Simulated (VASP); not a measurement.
A run of VASP 6.6.1 is set up as follows.

Contents of INCAR:

```
SYSTEM = AlN
PREC = Accurate ; ENCUT = 520
EDIFF = 1E-7 ; ISMEAR = 0
SIGMA = 0.05 ; LREAL = .FALSE.
LASPH = .TRUE. ; NELM = 60
ALGO = Normal ; ISIF = 2
LWAVE = .FALSE. ; LCHARG = .FALSE.
GGA = PE ; IBRION = 2
NSW = 50 ; EDIFFG = -0.01
```

The input KPOINTS:

```
Automatic mesh
0
G
  9 9 6
  0 0 0
```

File POSCAR:

```
AlN
1.0
    3.2238000000      0.0000000000      0.0000000000
   -1.6119000000      2.7918926967      0.0000000000
    0.0000000000      0.0000000000      5.2176000000
Al N
2 2
Direct
    0.3333333333      0.6666666667      0.0017290859
    0.6666666667      0.3333333333      0.5017290859
    0.3333333333      0.6666666667      0.3832709141
    0.6666666667      0.3333333333      0.8832709141
```

Potentials or basis: VASP PAW PBE potentials, release 64 (Al, N).

Run with:

```bash
$ cat potpaw_PBE.64/Al/POTCAR potpaw_PBE.64/N/POTCAR > POTCAR
$ mpirun -np 1 vasp_std > vasp.out
```

(1) Estimate the band gap on the k mesh.

(2) Predict the energy gained by relaxing.

Results:

(1) 3.26 eV.

(2) 0.2 meV/atom.
